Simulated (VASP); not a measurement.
# WSe2 (P-3m1) in VASP: a series of runs

WSe2 is run at these levels: PBEsol; tasks: single point.

All numbers are computed with VASP 6.6.1; they aren't measurements. Logs are shortened: lines on timing, memory, paths and dates and some standing lists are left out, and cuts for length are marked.

### 1 The cell of the first run

The structure is trigonal, space group P-3m1 (No. 164). Conventional cell: a = 3.271 Å, b = 3.271 Å, c = 16.221 Å, α = 90.00°, β = 90.00°, γ = 120.00°. W (site symmetry 3m) has 6 Se at 2.52 Å and 6 W at 3.27 Å within 3.3 Å. Within 3.3 Å of Se (site symmetry 3m) lie 3 W at 2.52 Å and 6 Se at 3.27 Å. Within 3.3 Å of Se (site symmetry 3m) lie 3 W at 2.52 Å and 6 Se at 3.27 Å.

### 2 Single point, PBEsol

INCAR

```
  PREC = Accurate
  ENCUT = 520
  EDIFF = 1E-6
  ISMEAR = 0
  SIGMA = 0.05
  LREAL = F
  LASPH = T
  NELM = 80
  ALGO = Normal
  ISIF = 2
  LWAVE = F
  LCHARG = F
  GGA = PS
  NBANDS = 35
```

KPOINTS

```
Automatic mesh
0
Gamma
  9 9 2
```

POSCAR

```
WSe2
1.0
   -3.2711504052      0.0000000000      0.0000000000
   -1.6355752026     -2.8328993505      0.0000000000
    0.0000000000      0.0000000000     16.2206689562
W Se
2 4
Direct
    0.3333333333      0.3333333333      0.6112880883
    0.6666666667      0.6666666667      0.2037626961
    0.3333333333      0.3333333333      0.1005660037
    0.6666666667      0.6666666667      0.5080913959
    0.3333333333      0.3333333333      0.3069593885
    0.6666666667      0.6666666667      0.7144847807
```

Potentials or basis: VASP PAW PBE potentials, release 64 (W_sv, Se).

On the command line:

```bash
$ cat potpaw_PBE.64/W_sv/POTCAR potpaw_PBE.64/Se/POTCAR > POTCAR
$ mpirun -np 1 vasp_std > vasp.out
```

OUTCAR:

```text
PREC = Accurate
   ENCUT = 520
   EDIFF = 1E-6
   ISMEAR = 0
   LREAL = F
   LASPH = T
   NELM = 80
   ISIF = 2
   GGA = PS

 ion  position               nearest neighbor table
   1  0.333  0.333  0.611-   4 2.52   6 2.52   4 2.52   6 2.52   4 2.52   6 2.52
   2  0.667  0.667  0.204-   3 2.52   5 2.52   3 2.52   5 2.52   3 2.52   5 2.52
   3  0.333  0.333  0.101-   2 2.52   2 2.52   2 2.52
   4  0.667  0.667  0.508-   1 2.52   1 2.52   1 2.52
   5  0.333  0.333  0.307-   2 2.52   2 2.52   2 2.52
   6  0.667  0.667  0.714-   1 2.52   1 2.52   1 2.52

  LATTYP: Found a hexagonal cell.
 ALAT       =     3.2711504052
 C/A-ratio  =     4.9587047206

  Lattice vectors:

 A1 = (   1.6355752026,   2.8328993505,   0.0000000000)
 A2 = (  -3.2711504052,   0.0000000000,   0.0000000000)
 A3 = (   0.0000000000,   0.0000000000,  16.2206689562)

Analysis of symmetry for initial positions (statically):
=====================================================================
 Subroutine PRICEL returns:
 Original cell was already a primitive cell.

 Routine SETGRP: Setting up the symmetry group for a
 hexagonal supercell.

 Subroutine GETGRP returns: Found 12 space group operations
 (whereof  6 operations were pure point group operations)
 out of a pool of 24 trial point group operations.

The static configuration has the point symmetry C_3v.
 The point group associated with its full space group is D_3d.

Analysis of symmetry for dynamics (positions and initial velocities):
=====================================================================
 Subroutine PRICEL returns:
 Original cell was already a primitive cell.

 Routine SETGRP: Setting up the symmetry group for a
 hexagonal supercell.

 Subroutine GETGRP returns: Found 12 space group operations
 (whereof  6 operations were pure point group operations)
 out of a pool of 24 trial point group operations.

The dynamic configuration has the point symmetry C_3v.
 The point group associated with its full space group is D_3d.

 Subroutine INISYM returns: Found 12 space group operations
 (whereof  6 operations are pure point group operations),
 and found     1 'primitive' translations

----------------------------------------------------------------------------------------

[... 98 lines left out ...]
   NELM   =     80;   NELMIN=  2; NELMDL= -5     # of ELM steps
   EDIFF  = 0.1E-05   stopping-criterion for ELM
   LREAL  =      F    real-space projection
   EDIFFG = 0.1E-04   stopping-criterion for IOM
   NSW    =      0    number of steps for IOM
   IBRION =     -1    ionic relax: 0-MD 1-quasi-New 2-CG
   NFREE  =      0    steps in history (QN), initial steepest desc. (CG)
   ISIF   =      2    stress and relaxation
   ISYM   =      2    0-nonsym 1-usesym 2-fastsym
   POTIM  = 0.5000    time-step for ionic-motion
   TEBEG  =    0.0;   TEEND  =   0.0 temperature during run
   PSTRESS=    0.0 pullay stress
   NELECT =      52.0000    total number of electrons
   NUPDOWN=      -1.0000    fix difference up-down
   EMIN   =  10.00;   EMAX   =-10.00  energy-range for DOS
   EFERMI =   0.00;   METHOD = LEGACY
   ISMEAR =     0;   SIGMA  =   0.05  broadening in eV -4-tet -1-fermi 0-gaus
   EFERMI_NEDOS =   21; number of points for ismear=-14 and -15
   IALGO  =     38    algorithm
   IMIX   =      4    mixing-type and parameters
     AMIX     =   0.40;   BMIX     =  1.00
     AMIX_MAG =   1.60;   BMIX_MAG =  1.00
  volume/ion in A,a.u.               =      25.05       169.06
  Fermi-wavevector in a.u.,A,eV,Ry     =   1.149236  2.171741 17.969798  1.320743
  Thomas-Fermi vector in A             =   2.285907
   LORBIT       =      0    0 simple, 1 ext, 2 COOP (PROOUT), +10 PAW based schemes
   GGA     = PS    functional components
   LHFCALC =     F    Hartree Fock is set to
   AEXX    =    0.0000 exact exchange contribution
   IVDW    =     0    specifies the selected vdW correction
   LEPSILON=     F    determine dielectric tensor
   LRPA    =     F    only Hartree local field effects (RPA)
 non-spin polarized calculation
 Gauss-broadening in eV      SIGMA  =   0.05
  energy-cutoff  :      520.00
  volume of cell :      150.31
 maximum number of plane-waves:      4082
   NGX = 13   NGY = 13   NGZ = 61

 number of electron      51.9999999 magnetization

 Free energy of the ion-electron system (eV)
  ---------------------------------------------------
  ext. energy  EPLUGINS =         0.00000000
  ---------------------------------------------------
  free energy    TOTEN  =       -46.51124559 eV

  energy without entropy =      -46.51124559  energy(sigma->0) =      -46.51124559

 E-fermi :   4.1742     XC(G=0):  -9.2057

 val. band max:        3.7684342269   @ k =  -0.3333   0.3333   0.0000
 cond. band min:       5.2622670658   @ k =   0.3333   0.1111   0.0000
 fundamental gap:      1.4938328389
 Fermi energy:         4.1742193867

 k-point     1 :       0.0000    0.0000    0.0000
  band No.  band energies     occupation
      1     -70.2233      2.00000
      2     -70.2233      2.00000
      3     -34.4884      2.00000
      4     -34.4884      2.00000
      5     -34.3383      2.00000
      6     -34.3383      2.00000
[... 901 lines left out ...]
     34       8.7021      0.00000
     35       9.7504      0.00000

------------------------ aborting loop because EDIFF is reached ----------------------------------------

  FORCE on cell =-STRESS in cart. coord.  units (eV):
  Direction    XX          YY          ZZ          XY          YZ          ZX
  --------------------------------------------------------------------------------------
  -------------------------------------------------------------------------------------
  Total        0.2248834      0.2248834      0.3018283     -0.0000000     -0.0000000      0.0000000
  in kB        2.3969977      2.3969977      3.2171416     -0.0000000     -0.0000000      0.0000000
  external PRESSURE =       2.6703790 kB  Pullay stress =       0.0000000 kB

 VOLUME and BASIS-vectors are now :
 -----------------------------------------------------------------------------
  energy-cutoff  :      520.00
  volume of cell :      150.31
      direct lattice vectors                 reciprocal lattice vectors
    -3.271150405  0.000000000  0.000000000    -0.305702849  0.176497622  0.000000000
    -1.635575203 -2.832899350  0.000000000     0.000000000 -0.352995245  0.000000000
     0.000000000  0.000000000 16.220668956     0.000000000  0.000000000  0.061649739

 POSITION                                       TOTAL-FORCE (eV/Angst)
 -----------------------------------------------------------------------------------
     -1.63558     -0.94430      9.91550        -0.000000     -0.000000      0.034642
     -3.27115     -1.88860      3.30517         0.000000      0.000000     -0.034642
     -1.63558     -0.94430      1.63125         0.000000     -0.000000     -0.033429
     -3.27115     -1.88860      8.24158        -0.000000     -0.000000     -0.068211
     -1.63558     -0.94430      4.97909         0.000000     -0.000000      0.068211
     -3.27115     -1.88860     11.58942         0.000000     -0.000000      0.033429
 -----------------------------------------------------------------------------------
    total drift:                               -0.000000     -0.000000      0.000024

  FREE ENERGIE OF THE ION-ELECTRON SYSTEM (eV)
  ---------------------------------------------------
  free  energy   TOTEN  =       -46.5112455939 eV

  energy  without entropy=      -46.5112455939  energy(sigma->0) =      -46.51124559
```

stdout:

```text
POSCAR found type information on POSCAR W Se
 POSCAR found :  2 types and       6 ions
 scaLAPACK will be used
 -----------------------------------------------------------------------------
|                                                                             |
|                                                                             |
|     You enforced a specific xc type in the INCAR file but a different       |
|     I HOPE YOU KNOW WHAT YOU ARE DOING!                                     |
|                                                                             |
 -----------------------------------------------------------------------------

 LDA part: xc-table for (Slater+PW92), standard interpolation
 POSCAR, INCAR and KPOINTS ok, starting setup
 FFT: planning ... GRIDC
 FFT: planning ... GRID_SOFT
 FFT: planning ... GRID
 WAVECAR not read
 entering main loop
```

Run time: 49 s. Hardware: 1 thread of Intel Xeon 6975P-C (Granite Rapids), shared host; peak memory 0.31 GiB.

Results:

- Free energy: -46.5112 eV
- Pressure: 0.3 GPa
- Largest force: 0.068 eV/Å
- Band gap on the k mesh: 1.49 eV, indirect (least direct gap 1.64 eV)

Forces in eV/Å, atoms in the order of the input:
```
W    0.000  0.000  0.035
W    0.000  0.000 -0.035
Se   0.000  0.000 -0.033
Se   0.000  0.000 -0.068
Se   0.000  0.000  0.068
Se   0.000  0.000  0.033
```

Levels at points of the mesh, in eV from the valence-band top:
| k point | band 23 | band 24 | band 25 | band 26 | band 27 | band 28 | band 29 | band 30 |
| --- | --- | --- | --- | --- | --- | --- | --- | --- |
| (0.00, 0.00, 0.00) | -1.21 | -1.21 | -0.66 | 0.00 | 2.99 | 2.99 | 3.02 | 3.02 |
| (0.00, 0.00, 0.50) | -1.21 | -1.21 | -0.61 | -0.01 | 2.99 | 2.99 | 3.02 | 3.02 |

Caveat: the PAW data sets were made with another functional, which shifts forces and pressure a little; spin-orbit coupling is left out, which moves the levels of the heavy elements. A k mesh can miss the band edges.

### 3 Single point, PBEsol

This run uses another cell than the first one, of 27.37 Å³/atom, 1.092 times its volume.

INCAR

```
ALGO     = Normal         # electronic algorithm
EDIFF    = 1E-7           # SCF threshold, eV
ENCUT    = 520            # plane-wave cutoff, eV
GGA      = PS             # functional
ISIF     = 2              # what is computed and relaxed
ISMEAR   = 0              # smearing method
LASPH    = True           # aspherical terms in the spheres
LCHARG   = False          # write CHGCAR
LREAL    = False          # projectors in reciprocal space
LWAVE    = False          # write WAVECAR
NBANDS   = 35             # bands
NELM     = 80             # most SCF steps
PREC     = Accurate       # precision mode
SIGMA    = 0.05           # smearing width, eV
```

KPOINTS

```
k-points
0
Gamma
  9 9 2
```

POSCAR

```
WSe2
1.0
   -3.2711504052      0.0000000000      0.0000000000
   -1.6355752026     -2.8328993505      0.0000000000
    0.0000000000      0.0000000000     17.7206689562
W Se
2 4
Direct
    0.3333333333      0.3333333333      0.5595444360
    0.6666666667      0.6666666667      0.1865148120
    0.3333333333      0.3333333333      0.0920534015
    0.6666666667      0.6666666667      0.4650830255
    0.3333333333      0.3333333333      0.2809762225
    0.6666666667      0.6666666667      0.6540058465
```

Potentials or basis: VASP PAW PBE potentials, release 64 (W_sv, Se).

On the command line:

```bash
$ cat potpaw_PBE.64/W_sv/POTCAR potpaw_PBE.64/Se/POTCAR > POTCAR
$ mpirun -np 1 vasp_std > vasp.out
```

Wall time 1.8 min (1 thread of AMD EPYC 9R14 (Zen 4), shared host); peak memory 0.3 GiB.

It converged, with:

```yaml
Free_energy: -46.5108 eV
Pressure: 0.2 GPa
Largest_force: 0.068 eV/Å
Band_gap_on_the_k_mesh: 1.50 eV, indirect (least direct gap 1.64 eV)
```

Forces in eV/Å, atoms in the order of the input:
```
W    0.000  0.000  0.035
W    0.000  0.000 -0.035
Se   0.000  0.000 -0.033
Se   0.000  0.000 -0.068
Se   0.000  0.000  0.068
Se   0.000  0.000  0.033
```

Stress tensor (GPa, compression positive):
```
0.22 0.00 0.00
0.00 0.22 0.00
0.00 0.00 0.30
```

Levels at points of the mesh, in eV from the valence-band top:
```tsv
k point	band 23	band 24	band 25	band 26	band 27	band 28	band 29	band 30
(0.00, 0.00, 0.00)	-1.21	-1.21	-0.64	-0.01	2.99	2.99	3.02	3.02
(0.00, 0.00, 0.50)	-1.21	-1.21	-0.63	-0.01	2.99	2.99	3.02	3.02
```

Caveat: the PAW data sets were made with another functional, which shifts forces and pressure a little; spin-orbit coupling is left out, which moves the levels of the heavy elements. Expect the measured gap to be larger: semilocal functionals such as PBEsol lack the derivative discontinuity.

### 4 Single point, PBEsol

This run uses another cell than the first one, of 29.69 Å³/atom, 1.185 times its volume.

INCAR

```
SYSTEM = WSe2
PREC = Accurate ; ENCUT = 520
EDIFF = 1E-6 ; ISMEAR = 0
SIGMA = 0.05 ; LREAL = .FALSE.
LASPH = .TRUE. ; NELM = 80
ALGO = Normal ; ISIF = 2
LWAVE = .FALSE. ; LCHARG = .FALSE.
GGA = PS ; NBANDS = 35
```

KPOINTS

```
Automatic mesh
0
G
  9 9 2
  0 0 0
```

POSCAR

```
WSe2
1.0
   -3.2711504052      0.0000000000      0.0000000000
   -1.6355752026     -2.8328993505      0.0000000000
    0.0000000000      0.0000000000     19.2206689562
W Se
2 4
Direct
    0.3333333333      0.3333333333      0.5158770353
    0.6666666667      0.6666666667      0.1719590118
    0.3333333333      0.3333333333      0.0848694631
    0.6666666667      0.6666666667      0.4287874866
    0.3333333333      0.3333333333      0.2590485605
    0.6666666667      0.6666666667      0.6029665840
```

Potentials or basis: VASP PAW PBE potentials, release 64 (W_sv, Se).

On the command line:

```bash
$ cat potpaw_PBE.64/W_sv/POTCAR potpaw_PBE.64/Se/POTCAR > POTCAR
$ mpirun -np 1 vasp_std > vasp.out
```

OUTCAR:

```text
SYSTEM = WSe2
   PREC = Accurate
   ENCUT = 520
   EDIFF = 1E-6
   ISMEAR = 0
   LREAL = .FALSE.
   LASPH = .TRUE.
   NELM = 80
   ISIF = 2
   GGA = PS

 ion  position               nearest neighbor table
   1  0.333  0.333  0.516-   4 2.52   6 2.52   4 2.52   6 2.52   4 2.52   6 2.52
   2  0.667  0.667  0.172-   3 2.52   5 2.52   3 2.52   5 2.52   3 2.52   5 2.52
   3  0.333  0.333  0.085-   2 2.52   2 2.52   2 2.52
   4  0.667  0.667  0.429-   1 2.52   1 2.52   1 2.52
   5  0.333  0.333  0.259-   2 2.52   2 2.52   2 2.52
   6  0.667  0.667  0.603-   1 2.52   1 2.52   1 2.52

  LATTYP: Found a hexagonal cell.
 ALAT       =     3.2711504052
 C/A-ratio  =     5.8758132691

  Lattice vectors:

 A1 = (   1.6355752026,   2.8328993505,   0.0000000000)
 A2 = (  -3.2711504052,   0.0000000000,   0.0000000000)
 A3 = (   0.0000000000,   0.0000000000,  19.2206689562)

Analysis of symmetry for initial positions (statically):
=====================================================================
 Subroutine PRICEL returns:
 Original cell was already a primitive cell.

[... 181 lines left out ...]
 cond. band min:       3.8920896738   @ k =   0.3333   0.1111   0.0000
 fundamental gap:      1.5071918968
 Fermi energy:         2.7887495583

 k-point     1 :       0.0000    0.0000    0.0000
  band No.  band energies     occupation
      1     -71.6064      2.00000
      2     -71.6064      2.00000
      3     -35.8716      2.00000
      4     -35.8716      2.00000
      5     -35.7214      2.00000
      6     -35.7214      2.00000
[... 901 lines left out ...]
     34       7.3271      0.00000
     35       8.3517      0.00000

------------------------ aborting loop because EDIFF is reached ----------------------------------------

  FORCE on cell =-STRESS in cart. coord.  units (eV):
  Direction    XX          YY          ZZ          XY          YZ          ZX
  --------------------------------------------------------------------------------------
  -------------------------------------------------------------------------------------
  Total        0.2266138      0.2266138      0.3091549      0.0000000      0.0000000      0.0000000
  in kB        2.0384344      2.0384344      2.7809075      0.0000000      0.0000000      0.0000000
  external PRESSURE =       2.2859254 kB  Pullay stress =       0.0000000 kB

 VOLUME and BASIS-vectors are now :
 -----------------------------------------------------------------------------
  energy-cutoff  :      520.00
  volume of cell :      178.11
      direct lattice vectors                 reciprocal lattice vectors
    -3.271150405  0.000000000  0.000000000    -0.305702849  0.176497622  0.000000000
    -1.635575203 -2.832899350  0.000000000     0.000000000 -0.352995245  0.000000000
     0.000000000  0.000000000 19.220668956     0.000000000  0.000000000  0.052027325

 POSITION                                       TOTAL-FORCE (eV/Angst)
 -----------------------------------------------------------------------------------
     -1.63558     -0.94430      9.91550         0.000000     -0.000000      0.034531
     -3.27115     -1.88860      3.30517        -0.000000      0.000000     -0.034531
     -1.63558     -0.94430      1.63125         0.000000     -0.000000     -0.033082
     -3.27115     -1.88860      8.24158         0.000000      0.000000     -0.068111
     -1.63558     -0.94430      4.97909        -0.000000     -0.000000      0.068111
     -3.27115     -1.88860     11.58942        -0.000000      0.000000      0.033082
 -----------------------------------------------------------------------------------
    total drift:                               -0.000000     -0.000000      0.000006

  FREE ENERGIE OF THE ION-ELECTRON SYSTEM (eV)
  ---------------------------------------------------
  free  energy   TOTEN  =       -46.5108591159 eV

  energy  without entropy=      -46.5108591159  energy(sigma->0) =      -46.51085912
```

stdout:

```text
POSCAR found type information on POSCAR W Se
 POSCAR found :  2 types and       6 ions
 scaLAPACK will be used
 -----------------------------------------------------------------------------
|                                                                             |
|                                                                             |
|     You enforced a specific xc type in the INCAR file but a different       |
|     I HOPE YOU KNOW WHAT YOU ARE DOING!                                     |
|                                                                             |
 -----------------------------------------------------------------------------

 LDA part: xc-table for (Slater+PW92), standard interpolation
 POSCAR, INCAR and KPOINTS ok, starting setup
 FFT: planning ... GRIDC
 FFT: planning ... GRID_SOFT
 FFT: planning ... GRID
 WAVECAR not read
 entering main loop
```

Run time: 1.8 min. Hardware: 1 thread of AMD EPYC 9R14 (Zen 4), shared host; peak memory 0.31 GiB.

Results:

```
Free energy            : -46.5109 eV
Largest force          : 0.068 eV/Å
Band gap on the k mesh : 1.51 eV, indirect (least direct gap 1.64 eV)
```

Forces in eV/Å, atoms in the order of the input:
```
W    0.000  0.000  0.035
W    0.000  0.000 -0.035
Se   0.000  0.000 -0.033
Se   0.000  0.000 -0.068
Se   0.000  0.000  0.068
Se   0.000  0.000  0.033
```

Caveat: the PAW data sets were made with another functional, which shifts forces and pressure a little; spin-orbit coupling is left out, which moves the levels of the heavy elements.

(Part 1 of 2 ends here.)
